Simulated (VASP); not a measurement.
Input of a VASP 6.6.1 run:

The input INCAR:

```
PREC     = Accurate       # precision mode
ENCUT    = 520            # plane-wave cutoff, eV
EDIFF    = 1E-6           # SCF threshold, eV
ISMEAR   = 0              # smearing method
SIGMA    = 0.1            # smearing width, eV
LREAL    = F              # projectors in reciprocal space
LASPH    = T              # aspherical terms in the spheres
NELM     = 100            # most SCF steps
ALGO     = Normal         # electronic algorithm
ISIF     = 2              # what is computed and relaxed
LWAVE    = F              # write WAVECAR
LCHARG   = F              # write CHGCAR
GGA      = PE             # functional
NBANDS   = 26             # bands
```

Contents of KPOINTS:

```
Automatic mesh
0
Gamma
  4 4 4
```

Contents of POSCAR:

```
TiIn2
1.0
    0.0000000000      3.3353189219      3.3353189219
    3.3353189219      0.0000000000      3.3353189219
    3.3353189219      3.3353189219      0.0000000000
Ti In
1 2
Direct
    0.5000000000      0.5000000000      0.5000000000
    0.2500000000      0.2500000000      0.2500000000
    0.7500000000      0.7500000000      0.7500000000
```

Potentials or basis: VASP PAW PBE potentials, release 64 (Ti_sv, In_d).

Command:

```bash
$ cat potpaw_PBE.64/Ti_sv/POTCAR potpaw_PBE.64/In_d/POTCAR > POTCAR
$ mpirun -np 1 vasp_std > vasp.out
```

**Question.** Predict the band gap on the k mesh.

**Answer.** Zero (band 19 reaches 7.14 eV, above the bottom of band 20 at 6.51 eV).

**Question.** Predict the pressure.

**Answer.** -0.1 GPa.

Caveat: the k points lie up to 0.41 Å⁻¹ apart; spin-orbit coupling is left out, which moves the levels of the heavy elements.
